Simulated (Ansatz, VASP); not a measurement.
## Cd2BiO2 in VASP and in Ansatz

The input INCAR:

```
SYSTEM = Cd2BiO2
ALGO     = Normal         ! electronic algorithm
EDIFF    = 1E-6           ! SCF threshold, eV
EDIFFG   = -0.04          ! ionic threshold
ENCUT    = 600            ! plane-wave cutoff, eV
GGA      = PE             ! functional
IBRION   = 2              ! ionic algorithm
ISIF     = 3              ! what is computed and relaxed
ISMEAR   = 0              ! smearing method
LASPH    = .True.         ! aspherical terms in the spheres
LCHARG   = .False.        ! write CHGCAR
LREAL    = .False.        ! projectors in reciprocal space
LWAVE    = .False.        ! write WAVECAR
NELM     = 100            ! most SCF steps
NSW      = 90             ! ionic steps
PREC     = Accurate       ! precision mode
SIGMA    = 0.1            ! smearing width, eV
```

The input KPOINTS:

```
k-points
0
Gamma
  6 6 4
  0 0 0
```

File POSCAR:

```
Cd2BiO2
1.0
    4.8700737700      0.0000000000      0.0000000000
   -2.4350368800      4.2176076000      0.0000000000
    0.0000000000      0.0000000000      4.9507455800
Cd Bi O
2 1 2
Direct
    0.3333333300      0.6666666700      0.5000000000
    0.6666666700      0.3333333300      0.5000000000
    0.0000000000      0.0000000000      0.0000000000
    0.0000000000      0.0000000000      0.6779067700
    0.0000000000      0.0000000000      0.3220932300
```

Input for Ansatz:

```yaml
crystal:
  lattice:
    - [4.87007377, 0.0, 0.0]
    - [-2.43503688, 4.2176076, 0.0]
    - [0.0, 0.0, 4.95074558]
  atoms:
    - { symbol: Cd, position: [0.33333333, 0.66666667, 0.5] }
    - { symbol: Cd, position: [0.66666667, 0.33333333, 0.5] }
    - { symbol: Bi, position: [0.0, 0.0, 0.0] }
    - { symbol: O, position: [0.0, 0.0, 0.67790677] }
    - { symbol: O, position: [0.0, 0.0, 0.32209323] }
basis:
  ecutwfc: 420
kpoints:
  mp_grid: { grid: [6, 6, 4] }
hamiltonian:
  xc: pbe
scf:
  occupations: { method: gaussian, width: 0.1 }
  lower_state_search: "off"
output:
  forces: true
  stress: true
  eigenvalues: true
relax:
  adjacent_minimum: "off"
  f_tol: 0.04
  max_steps: 70
  cell: { stress_tol: 0.4 }
```

Alike in both runs: task relaxation of cell and atoms; functional PBE; k mesh 6 × 6 × 4; occupations gaussian, width 0.1 eV; no spin polarisation.

|  | VASP | Ansatz |
| --- | --- | --- |
| version | VASP 6.6.1 | Ansatz 0.2.0 |
| potentials or method | VASP PAW PBE potentials, release 64 (Cd, Bi_d, O), cutoff 600 eV | scalar-relativistic, plane waves, PAW |
| valence electrons in the cell | 51 | 67 |

|  | VASP | Ansatz | Ansatz less VASP |
| --- | --- | --- | --- |
| gap on the k mesh at the Fermi level, each at its own relaxed structure (eV) | none | none | - |
| relaxed volume (Å³/atom) | 23.36 | 23.82 | +0.452 |
| relaxed length of the cell vector where the two differ most in proportion (Å) | 6.958 | 7.180 | +0.2219 |

A gap of «none» marks a metal or a gap that the smearing closes. VASP's potentials hold 51 valence electrons a cell and Ansatz's 67, so a difference there can come from the potentials and not from the codes.

Neither program's run includes spin-orbit coupling.
